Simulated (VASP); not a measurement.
Input of a VASP 6.6.1 run:

POSCAR

```
La
1.0
    1.9609420000      3.3964480000      0.0000000000
   -1.9609420000      3.3964480000      0.0000000000
    0.0000000000      0.0000000000      6.1567430000
La
2
Direct
    0.3333300000      0.3333400000      0.2500000000
    0.6666600000      0.6666700000      0.7500000000
```

INCAR.step1

```
SYSTEM = La
PREC = Accurate ; ENCUT = 520
ISMEAR = -1 ; SIGMA = 0.1
LREAL = .FALSE. ; LASPH = .TRUE.
NELM = 100 ; NBANDS = 18
GGA = PE ; ALGO = Normal
EDIFF = 1E-4 ; LWAVE = .TRUE.
LCHARG = .FALSE.
```

INCAR.step2

```
SYSTEM = La
PREC = Accurate ; ENCUT = 520
EDIFF = 1E-6 ; ISMEAR = -1
SIGMA = 0.1 ; LREAL = .FALSE.
LASPH = .TRUE. ; NELM = 100
ALGO = Normal ; ISIF = 2
LWAVE = .FALSE. ; LCHARG = .FALSE.
METAGGA = R2SCAN ; LMIXTAU = .TRUE.
NBANDS = 18 ; ISTART = 1
```

The input KPOINTS:

```
regular mesh
0
G
  10 10 6
  0 0 0
```

Potentials or basis: VASP PAW PBE potentials, release 64 (La).

Launch:

```console
$ cat potpaw_PBE.64/La/POTCAR > POTCAR
$ cp INCAR.step1 INCAR
$ mpirun -np 1 vasp_std > vasp.out
$ cp INCAR.step2 INCAR
$ mpirun -np 1 vasp_std > vasp.out
```

(1) What does it give for the pressure?

(2) What does it give for the band gap on the k mesh?

Answers

(1) -1.6 GPa.

(2) zero (bands 11 and 12 overlap by 1.70 eV).

Caveat: the PAW data sets were made with another functional, which shifts forces and pressure a little; spin-orbit coupling is left out, which moves the levels of the heavy elements.
